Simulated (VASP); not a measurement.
Write the native input for VASP 6.6.1 that does the following.

| Item | Value |
| --- | --- |
| Task | single point |
| Functional | PBE |
| Potentials or basis | VASP PAW PBE potentials, release 64 (Pt, S) |
| Cutoff | 520 eV |
| k mesh | 12 × 12 × 6 |
| Occupations | gaussian, width 0.01 eV |
| Spin | no spin polarisation |
| Dipole correction | no |
| Further INCAR settings | ALGO = Normal; EDIFF = 1e-06; NBANDS = 18 |

The structure of PtS2 lies in POSCAR:

```
PtS2
1.0
    3.5526415794      0.0000000000      0.0000000000
   -1.7763207897      3.0766778583      0.0000000000
    0.0000000000      0.0000000000      5.1227110512
Pt S
1 2
Direct
    0.0000000000      0.0000000000      0.0000000000
    0.3333333333      0.6666666667      0.2392599769
    0.6666666667      0.3333333333      0.7607400231
```

The input as run:

INCAR

```
SYSTEM = PtS2
PREC = Accurate ; ENCUT = 520
EDIFF = 1E-6 ; ISMEAR = 0
SIGMA = 0.01 ; LREAL = .FALSE.
LASPH = .TRUE. ; NELM = 100
ALGO = Normal ; ISIF = 2
LWAVE = .FALSE. ; LCHARG = .TRUE.
GGA = PE ; LELF = .TRUE.
LVHAR = .TRUE. ; NBANDS = 18
```

KPOINTS

```
regular mesh
0
G
  12 12 6
  0 0 0
```

Potentials or basis: VASP PAW PBE potentials, release 64 (Pt, S).

Command:

```bash
$ cat potpaw_PBE.64/Pt/POTCAR potpaw_PBE.64/S/POTCAR > POTCAR
$ mpirun -np 1 vasp_std > vasp.out
```

It gave:

* Pressure: 3.2 GPa
* Largest force: 0.026 eV/Å
* Band gap on the k mesh: 0.71 eV, indirect (least direct gap 0.97 eV)

Caveat: spin-orbit coupling is left out, which moves the levels of the heavy elements.

Run time: 72 s on 1 thread of Intel(R) Xeon(R) Platinum 8259CL CPU @ 2.50GHz (Skylake/Cascade Lake) (shared host), peak memory 0.24 GiB.
